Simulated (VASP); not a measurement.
# Cd2Se3 (P-6m2) in VASP: a series of runs

The runs below take Cd2Se3 through single point, relaxation of cell and atoms, with PBE.

Everything below comes from runs of VASP 6.6.1. Logs are shortened: lines on timing, memory, paths and dates and some standing lists are left out, and cuts for length are marked.

## Step 1: The cell of the first run

It takes space group P-6m2 (No. 187, hexagonal). The conventional cell has a = 4.426 Å, b = 4.426 Å, c = 8.687 Å, α = 90.00°, β = 90.00°, γ = 120.00°. Cd (site symmetry -6m2) has 6 Se at 2.86 Å within 3.8 Å. Within 3.4 Å of Cd (site symmetry -6m2) lie 3 Se at 2.56 Å. Within 3.4 Å of Se (site symmetry 3m) lie 1 Se at 2.56 Å and 3 Cd at 2.86 Å. Within 3.4 Å of Se (site symmetry -6m2) lie 3 Cd at 2.56 Å.

The cell was generated, and may not be a known phase.

## Step 2: Single point, PBE

INCAR

```
SYSTEM = Cd2Se3
PREC = Accurate
ENCUT = 520
EDIFF = 1E-6
ISMEAR = 0
SIGMA = 0.2
LREAL = .FALSE.
LASPH = .TRUE.
NELM = 60
ALGO = Normal
ISIF = 2
LWAVE = .FALSE.
LCHARG = .FALSE.
GGA = PE
NBANDS = 29
```

KPOINTS

```
Automatic mesh
0
G
  4 4 3
  0 0 0
```

POSCAR

```
Cd2Se3
1.0
    4.4255619372     -0.0000000026      0.0000000000
   -2.2127809663      3.8326490650      0.0000000000
    0.0000000000      0.0000000000      8.6868815168
Cd Se
2 3
Direct
    0.0000000000      0.0000000000      0.0000000000
    0.3333333333      0.6666666667      0.5000000000
    0.6666666667      0.3333333333      0.1475000568
    0.6666666667      0.3333333333      0.8524999432
    0.0000000000      0.0000000000      0.5000000000
```

Potentials or basis: VASP PAW PBE potentials, release 64 (Cd, Se).

The run is started by

```bash
> cat potpaw_PBE.64/Cd/POTCAR potpaw_PBE.64/Se/POTCAR > POTCAR
> mpirun -np 1 vasp_std > vasp.out
```

OUTCAR:

```text
SYSTEM = Cd2Se3
   PREC = Accurate
   ENCUT = 520
   EDIFF = 1E-6
   ISMEAR = 0
   LREAL = .FALSE.
   LASPH = .TRUE.
   NELM = 60
   ISIF = 2
   GGA = PE

 ion  position               nearest neighbor table
   1  0.000  0.000  0.000-   3 2.86   4 2.86   3 2.86   4 2.86   3 2.86   4 2.86
   2  0.333  0.667  0.500-   5 2.56   5 2.56   5 2.56
   3  0.667  0.333  0.148-   4 2.56   1 2.86   1 2.86   1 2.86
   4  0.667  0.333  0.852-   3 2.56   1 2.86   1 2.86   1 2.86
   5  0.000  0.000  0.500-   2 2.56   2 2.56   2 2.56

  LATTYP: Found a hexagonal cell.
 ALAT       =     4.4255619372
 C/A-ratio  =     1.9628877960

  Lattice vectors:

 A1 = (   4.4255619372,  -0.0000000026,   0.0000000000)
 A2 = (  -2.2127809663,   3.8326490650,   0.0000000000)
 A3 = (   0.0000000000,   0.0000000000,   8.6868815168)

Analysis of symmetry for initial positions (statically):
=====================================================================
 Subroutine PRICEL returns:
 Original cell was already a primitive cell.

 Routine SETGRP: Setting up the symmetry group for a
 hexagonal supercell.

 Subroutine GETGRP returns: Found 12 space group operations
 (whereof 12 operations were pure point group operations)
 out of a pool of 24 trial point group operations.

The static configuration has the point symmetry D_3h.

Analysis of symmetry for dynamics (positions and initial velocities):
=====================================================================
 Subroutine PRICEL returns:
 Original cell was already a primitive cell.

 Routine SETGRP: Setting up the symmetry group for a
 hexagonal supercell.

 Subroutine GETGRP returns: Found 12 space group operations
 (whereof 12 operations were pure point group operations)
 out of a pool of 24 trial point group operations.

The dynamic configuration has the point symmetry D_3h.

 Subroutine INISYM returns: Found 12 space group operations
 (whereof 12 operations are pure point group operations),
 and found     1 'primitive' translations

----------------------------------------------------------------------------------------

                                     Primitive cell

  volume of cell :     147.3436

  direct lattice vectors                    reciprocal lattice vectors
     4.425561937 -0.000000003  0.000000000     0.225960006  0.130458070  0.000000000
    -2.212780966  3.832649065  0.000000000     0.000000000  0.260916140  0.000000000
     0.000000000  0.000000000  8.686881517     0.000000000  0.000000000  0.115116109

  length of vectors
     4.425561937  4.425561937  8.686881517     0.260916140  0.260916140  0.115116109

  position of ions in fractional coordinates (direct lattice)
     0.000000000  0.000000000  0.000000000
     0.333333333  0.666666667  0.500000000
     0.666666667  0.333333333  0.147500057
     0.666666667  0.333333333  0.852499943
     0.000000000  0.000000000  0.500000000

  ion indices of the primitive-cell ions
   primitive index   ion index
                 1           1
                 2           2
                 3           3
                 4           4
                 5           5

----------------------------------------------------------------------------------------

 KPOINTS: Automatic mesh

Automatic generation of k-mesh.
 Grid dimensions read from file:
 generate k-points for:    4    4    3

 Generating k-lattice:

  Cartesian coordinates                     Fractional coordinates (reciprocal lattice)
     0.056490001  0.032614517  0.000000000     0.250000000  0.000000000  0.000000000
     0.000000000  0.065229035  0.000000000    -0.000000000  0.250000000  0.000000000
     0.000000000  0.000000000  0.038372036     0.000000000  0.000000000  0.333333333

  Length of vectors
     0.065229035  0.065229035  0.038372036

  Shift w.r.t. Gamma in fractional coordinates (k-lattice)
     0.000000000  0.000000000  0.000000000

 Subroutine IBZKPT returns following result:
 ===========================================

 Found      8 irreducible k-points:

 Following reciprocal coordinates:
            Coordinates               Weight
  0.000000  0.000000  0.000000      1.000000
  0.250000  0.000000  0.000000      6.000000
  0.500000  0.000000  0.000000      3.000000
  0.250000  0.250000  0.000000      6.000000
  0.000000  0.000000  0.333333      2.000000
  0.250000  0.000000  0.333333     12.000000
  0.500000  0.000000  0.333333      6.000000
  0.250000  0.250000  0.333333     12.000000
   k-points           NKPTS =      8   k-points in BZ     NKDIM =      8   number of bands    NBANDS=     29
   number of dos      NEDOS =    301   number of ions     NIONS =      5
   total plane-waves  NPLWV =  90720
   dimension x,y,z NGX =    36 NGY =   36 NGZ =   70
   dimension x,y,z NGXF=    72 NGYF=   72 NGZF=  140
   ions per type =               2   3
   NGX,Y,Z   is equivalent  to a cutoff of  13.52, 13.52, 13.40 a.u.
   NGXF,Y,Z  is equivalent  to a cutoff of  27.05, 27.05, 26.79 a.u.
 SYSTEM =  Cd2Se3
   PREC   = accura    normal or accurate (medium, high low for compatibility)
   ISTART =      0    job   : 0-new  1-cont  2-samecut
   ICHARG =      2    charge: 1-file 2-atom 10-const
   ISPIN  =      1    spin polarized calculation?
   LNONCOLLINEAR =      F non collinear calculations
   LSORBIT =      F    spin-orbit coupling
   LASPH  =      T    aspherical Exc in radial PAW
   ENCUT  =  520.0 eV  38.22 Ry    6.18 a.u.   8.23  8.23 16.15*2*pi/ulx,y,z
   NELM   =     60;   NELMIN=  2; NELMDL= -5     # of ELM steps
   EDIFF  = 0.1E-05   stopping-criterion for ELM
   LREAL  =      F    real-space projection
   EDIFFG = 0.1E-04   stopping-criterion for IOM
   NSW    =      0    number of steps for IOM
   IBRION =     -1    ionic relax: 0-MD 1-quasi-New 2-CG
   NFREE  =      0    steps in history (QN), initial steepest desc. (CG)
   ISIF   =      2    stress and relaxation
   ISYM   =      2    0-nonsym 1-usesym 2-fastsym
   POTIM  = 0.5000    time-step for ionic-motion
   TEBEG  =    0.0;   TEEND  =   0.0 temperature during run
   PSTRESS=    0.0 pullay stress
   NELECT =      42.0000    total number of electrons
   NUPDOWN=      -1.0000    fix difference up-down
   EMIN   =  10.00;   EMAX   =-10.00  energy-range for DOS
   EFERMI =   0.00;   METHOD = LEGACY
   ISMEAR =     0;   SIGMA  =   0.20  broadening in eV -4-tet -1-fermi 0-gaus
   EFERMI_NEDOS =   21; number of points for ismear=-14 and -15
   IALGO  =     38    algorithm
   IMIX   =      4    mixing-type and parameters
     AMIX     =   0.40;   BMIX     =  1.00
     AMIX_MAG =   1.60;   BMIX_MAG =  1.00
  volume/ion in A,a.u.               =      29.47       198.86
  Fermi-wavevector in a.u.,A,eV,Ry     =   1.077410  2.036009 15.793796  1.160811
  Thomas-Fermi vector in A             =   2.213320
   LORBIT       =      0    0 simple, 1 ext, 2 COOP (PROOUT), +10 PAW based schemes
   GGA     = PE    functional components
   LHFCALC =     F    Hartree Fock is set to
   AEXX    =    0.0000 exact exchange contribution
   IVDW    =     0    specifies the selected vdW correction
   LEPSILON=     F    determine dielectric tensor
   LRPA    =     F    only Hartree local field effects (RPA)
 non-spin polarized calculation
 Gauss-broadening in eV      SIGMA  =   0.20
  energy-cutoff  :      520.00
  volume of cell :      147.34
 maximum number of plane-waves:      3992
 NGX is ok and might be reduce to    36
   NGX = 17   NGY = 17   NGZ = 33

 number of electron      42.0000008 magnetization

 Free energy of the ion-electron system (eV)
  ---------------------------------------------------
  ext. energy  EPLUGINS =         0.00000000
  ---------------------------------------------------
  free energy    TOTEN  =       -12.78629377 eV

  energy without entropy =      -12.75450524  energy(sigma->0) =      -12.77039950

 E-fermi :   1.2413     XC(G=0):  -8.7250

 val. band max:        1.0877104694   @ k =   0.0000   0.0000   0.3333
 cond. band min:       1.5717611106   @ k =   0.0000   0.0000   0.3333
 fundamental gap:      0.4840506413
 Fermi energy:         1.2412595934

 k-point     1 :       0.0000    0.0000    0.0000
  band No.  band energies     occupation
      1     -12.5813      2.00000
      2     -11.4498      2.00000
      3     -10.2415      2.00000
      4      -7.3759      2.00000
      5      -7.3759      2.00000
      6      -7.1788      2.00000
[... 21 lines left out ...]
     28       6.9655      0.00000
     29       6.9655      0.00000

 k-point     2 :       0.2500    0.0000    0.0000
  band No.  band energies     occupation
      1     -12.4611      2.00000
      2     -11.3092      2.00000
      3     -10.2136      2.00000
      4      -7.2796      2.00000
      5      -7.2610      2.00000
      6      -7.0985      2.00000
[... 21 lines left out ...]
     28       7.3053      0.00000
     29       7.4042      0.00000

 k-point     3 :       0.5000    0.0000    0.0000
  band No.  band energies     occupation
      1     -12.3363      2.00000
      2     -11.1657      2.00000
      3     -10.1853      2.00000
      4      -7.1364      2.00000
      5      -7.1004      2.00000
      6      -7.0127      2.00000
[... 21 lines left out ...]
     28       8.3918      0.00000
     29       8.5768      0.00000

 k-point     4 :       0.2500    0.2500    0.0000
  band No.  band energies     occupation
      1     -12.3376      2.00000
      2     -11.1659      2.00000
      3     -10.1845      2.00000
      4      -7.1888      2.00000
      5      -7.0965      2.00000
      6      -7.0345      2.00000
[... 21 lines left out ...]
     28       7.4654      0.00000
     29       8.0215      0.00000

 k-point     5 :       0.0000    0.0000    0.3333
  band No.  band energies     occupation
      1     -12.5683      2.00000
      2     -11.4938      2.00000
      3     -10.2000      2.00000
      4      -7.3759      2.00000
      5      -7.3759      2.00000
      6      -7.1791      2.00000
[... 21 lines left out ...]
     28       6.8632      0.00000
     29       6.8632      0.00000

 k-point     6 :       0.2500    0.0000    0.3333
  band No.  band energies     occupation
      1     -12.4536      2.00000
      2     -11.3352      2.00000
      3     -10.1907      2.00000
      4      -7.2785      2.00000
      5      -7.2611      2.00000
      6      -7.0988      2.00000
[... 21 lines left out ...]
     28       7.1077      0.00000
     29       7.5450      0.00000

 k-point     7 :       0.5000    0.0000    0.3333
  band No.  band energies     occupation
      1     -12.3347      2.00000
      2     -11.1693      2.00000
      3     -10.1841      2.00000
      4      -7.1365      2.00000
      5      -7.1004      2.00000
      6      -7.0234      2.00000
[... 21 lines left out ...]
     28       8.2789      0.00000
     29       8.7744      0.00000

 k-point     8 :       0.2500    0.2500    0.3333
  band No.  band energies     occupation
      1     -12.3357      2.00000
      2     -11.1710      2.00000
      3     -10.1815      2.00000
      4      -7.1884      2.00000
      5      -7.0972      2.00000
      6      -7.0350      2.00000
[... 21 lines left out ...]
     28       7.5892      0.00000
     29       8.1732      0.00000

------------------------ aborting loop because EDIFF is reached ----------------------------------------

  FORCE on cell =-STRESS in cart. coord.  units (eV):
  Direction    XX          YY          ZZ          XY          YZ          ZX
  --------------------------------------------------------------------------------------
  -------------------------------------------------------------------------------------
  Total        0.3635757      0.3635757      0.6757719      0.0000000      0.0000000     -0.0000000
  in kB        3.9534301      3.9534301      7.3481718      0.0000000      0.0000000     -0.0000000
  external PRESSURE =       5.0850107 kB  Pullay stress =       0.0000000 kB

 VOLUME and BASIS-vectors are now :
 -----------------------------------------------------------------------------
  energy-cutoff  :      520.00
  volume of cell :      147.34
      direct lattice vectors                 reciprocal lattice vectors
     4.425561937 -0.000000003  0.000000000     0.225960006  0.130458070  0.000000000
    -2.212780966  3.832649065  0.000000000     0.000000000  0.260916140  0.000000000
     0.000000000  0.000000000  8.686881517     0.000000000  0.000000000  0.115116109

 POSITION                                       TOTAL-FORCE (eV/Angst)
 -----------------------------------------------------------------------------------
      0.00000      0.00000      0.00000         0.000000     -0.000000      0.000000
      0.00000      2.55510      4.34344        -0.000000      0.000000      0.000000
      2.21278      1.27755      1.28132        -0.000000     -0.000000      0.065539
      2.21278      1.27755      7.40557        -0.000000     -0.000000     -0.065539
      0.00000      0.00000      4.34344         0.000000     -0.000000      0.000000
 -----------------------------------------------------------------------------------
    total drift:                                0.000001     -0.000000     -0.000000

  FREE ENERGIE OF THE ION-ELECTRON SYSTEM (eV)
  ---------------------------------------------------
  free  energy   TOTEN  =       -12.7862937702 eV

  energy  without entropy=      -12.7545052393  energy(sigma->0) =      -12.77039950
```

Wall time 47 s (1 thread of Intel Xeon Platinum 8488C (Sapphire Rapids), shared host); peak memory 0.28 GiB.

What came out:

* Free energy: -12.7863 eV
* Pressure: 0.5 GPa
* Largest force: 0.066 eV/Å
* Band gap on the k mesh: zero (filled and empty bands touch)

Forces on the atoms (eV/Å):
```
Cd   0.000  0.000  0.000
Cd   0.000  0.000  0.000
Se   0.000  0.000  0.066
Se   0.000  0.000 -0.066
Se   0.000  0.000  0.000
```

Stress tensor (GPa, compression positive):
```
0.40 0.00 0.00
0.00 0.40 0.00
0.00 0.00 0.73
```

Caveat: the k points lie up to 0.41 Å⁻¹ apart; semilocal functionals underestimate gaps, and a narrow one can read as zero.

## Step 3: Relaxation of cell and atoms, PBE

This run uses another cell than the first one, of 24.23 Å³/atom.

INCAR

```
SYSTEM = Cd2Se3
PREC = Accurate
ENCUT = 600
EDIFF = 1E-7
ISMEAR = 0
SIGMA = 0.2
LREAL = .FALSE.
LASPH = .TRUE.
NELM = 100
ALGO = Normal
ISIF = 3
LWAVE = .FALSE.
LCHARG = .FALSE.
GGA = PE
IBRION = 2
NSW = 36
EDIFFG = -0.08
```

KPOINTS is that of step 2.

POSCAR

```
Cd2Se3
1.0
    4.8315380700      0.0000000000      0.0000000000
   -2.4157690300      4.1842347100      0.0000000000
    0.0000000000      0.0000000000      5.9927700900
Cd Se
2 3
Direct
    0.0000000000      0.0000000000      0.0000000000
    0.3333333300      0.6666666700      0.5000000000
    0.6666666700      0.3333333300      0.2422697800
    0.6666666700      0.3333333300      0.7577302200
    0.0000000000      0.0000000000      0.5000000000
```

Potentials or basis: VASP PAW PBE potentials, release 64 (Cd, Se).

The run is started by

```bash
> cat potpaw_PBE.64/Cd/POTCAR potpaw_PBE.64/Se/POTCAR > POTCAR
> mpirun -np 1 vasp_std > vasp.out
```

Wall time 13 min (1 thread of Intel Xeon Platinum 8488C (Sapphire Rapids), shared host); peak memory 0.27 GiB.

The run converged. Its results:

```yaml
Free_energy: -12.7587 eV
Relaxed_volume: 29.96 Å³/atom
Relaxed_cell: a = 4.431 Å, b = 4.431 Å, c = 8.810 Å, α = 90.00°, β = 90.00°, γ = 120.00°
Space_group_after_relaxing_to_0.1_Å: P-6m2 (No. 187)
Energy_gained_by_relaxing: 334.0 meV/atom
Ionic_steps: 29
Pressure_after_relaxing: 0.1 GPa
Largest_force_after_relaxing: 0.003 eV/Å
Band_gap_on_the_k_mesh: zero (filled and empty bands touch)
```

Forces in eV/Å, atoms in the order of the input:
```
Cd   0.000  0.000  0.000
Cd   0.000  0.000  0.000
Se   0.000  0.000  0.003
Se   0.000  0.000 -0.003
Se   0.000  0.000  0.000
```

The path:
| step | energy change (eV) | largest force (eV/Å) | pressure (GPa) | volume (Å³) |
| --- | --- | --- | --- | --- |
| 1 | 0.0000 | 1.0787 | 1.58 | 121.15 |
| 2 | -0.1398 | 1.1018 | -0.28 | 125.38 |
| 3 | -0.3629 | 1.3802 | -3.14 | 136.42 |
| 4 | -0.2800 | 0.2722 | -4.29 | 160.17 |
| 5 | -0.4726 | 1.1936 | -3.91 | 143.12 |
| 6 | -0.5451 | 0.9386 | -3.61 | 143.15 |
| 7 | -0.6492 | 0.0847 | -2.58 | 143.21 |
| 8 | -0.6514 | 0.3859 | -2.28 | 143.22 |
| 9 | -0.7099 | 0.4274 | -1.89 | 141.24 |
| 10 | -0.8663 | 0.5622 | -0.42 | 135.35 |
| 11 | -1.0077 | 0.7991 | 4.31 | 123.76 |
| 12 | -1.0544 | 0.6090 | 4.50 | 123.29 |
| 13 | -1.1496 | 0.1543 | 5.28 | 121.76 |
| 14 | -1.0796 | 0.2659 | 7.95 | 118.26 |
| 15 | -1.1672 | 0.0871 | 6.12 | 120.49 |
| 16 | -1.2710 | 0.2978 | 4.50 | 123.31 |
| 17 | -1.4230 | 0.7901 | 0.61 | 131.96 |
| 18 | -1.4287 | 0.8771 | -0.08 | 133.92 |
| 19 | -1.4532 | 0.8237 | -0.08 | 134.44 |
| 20 | -1.5180 | 0.6338 | -0.02 | 136.01 |
| 21 | -1.6002 | 0.0911 | 0.36 | 139.14 |
| 22 | -1.4551 | 2.1404 | 2.33 | 145.42 |
| 23 | -1.6082 | 0.2440 | 0.68 | 140.23 |
| 24 | -1.6413 | 0.0556 | 0.18 | 143.46 |
| 25 | -1.6617 | 0.1936 | -0.38 | 148.28 |
| 26 | -1.6622 | 0.2282 | -0.45 | 148.98 |
| 27 | -1.6684 | 0.0839 | 0.15 | 149.02 |
| 28 | -1.6684 | 0.0818 | 0.16 | 149.02 |
| 29 | -1.6699 | 0.0033 | 0.13 | 149.79 |

Final structure:
```
CELL_PARAMETERS angstrom
4.43082 0.00000 0.00000
-2.21541 3.83720 0.00000
0.00000 0.00000 8.81002
ATOMIC_POSITIONS crystal
Cd 0.00000 0.00000 0.00000
Cd 0.33333 0.66667 0.50000
Se 0.66667 0.33333 0.14575
Se 0.66667 0.33333 0.85425
Se 0.00000 0.00000 0.50000
```

Levels at points of the mesh, in eV from the Fermi level:
```csv
k point,band 17,band 18,band 19,band 20,band 21,band 22,band 23,band 24,band 25
"(0.00, 0.00, 0.00)",-1.76,-0.85,-0.85,-0.23,-0.15,-0.15,0.72,1.58,4.96
"(0.50, 0.00, 0.00)",-2.72,-2.28,-2.00,-0.58,-0.30,1.21,1.75,2.62,3.88
```

Caveat: the k points lie up to 0.41 Å⁻¹ apart in the final cell; the volume moved by over 15 % at a fixed basis, so the end points are rough; semilocal functionals underestimate gaps, and a narrow one can read as zero.

The gap in the log of VASP goes by the Fermi energy; the results here count the filled bands.